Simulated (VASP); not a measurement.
Set up this calculation in VASP 6.6.1, as the native input.

| Item | Value |
| --- | --- |
| Task | electric field gradients |
| Functional | LDA |
| Potentials or basis | VASP PAW LDA potentials, release 64 (Tl_d, Sn_d) |
| Cutoff | 520 eV |
| k mesh | 9 × 9 × 8 |
| Occupations | fermi-dirac, width 0.08 eV |
| Spin | no spin polarisation |
| Dipole correction | no |
| Further INCAR settings | ALGO = Normal; EDIFF = 1e-08; NBANDS = 20 |

The structure of TlSn lies in POSCAR:

```
TlSn
1.0
    3.6147298654      0.0000000000      0.0000000000
    0.0000000000      3.6147298654      0.0000000000
    0.0000000000      0.0000000000      4.2875000000
Tl Sn
1 1
Direct
    0.0000000000      0.0000000000      0.0000000000
    0.5000000000      0.5000000000      0.5000000000
```

This cell differs from its parent crystal: zz strain of -2 %.

One way to write it, as run:

INCAR

```
SYSTEM = TlSn
PREC = Accurate
ENCUT = 520
EDIFF = 1E-8
ISMEAR = -1
SIGMA = 0.08
LREAL = .False.
LASPH = .True.
NELM = 80
ALGO = Normal
ISIF = 2
LWAVE = .False.
LCHARG = .False.
GGA = CA
LEFG = .True.
NBANDS = 20
```

KPOINTS

```
Automatic mesh
0
Gamma
  9 9 8
  0 0 0
```

Potentials or basis: VASP PAW LDA potentials, release 64 (Tl_d, Sn_d).

Launch:

```console
$ cat potpaw_LDA.64/Tl_d/POTCAR potpaw_LDA.64/Sn_d/POTCAR > POTCAR
$ mpirun -np 1 vasp_std > vasp.out
```

It gave:

| Item | Value |
| --- | --- |
| Pressure | -2.5 GPa |

Caveat: the cell differs from its parent crystal (zz strain of -2 %); without QUAD_EFG the Cq values of the log hold for a quadrupole moment of 1 mb, not for the nuclei.

It took 59 s on 1 thread of Intel(R) Xeon(R) Platinum 8488C (Sapphire Rapids), on a shared host, peak memory 0.21 GiB.
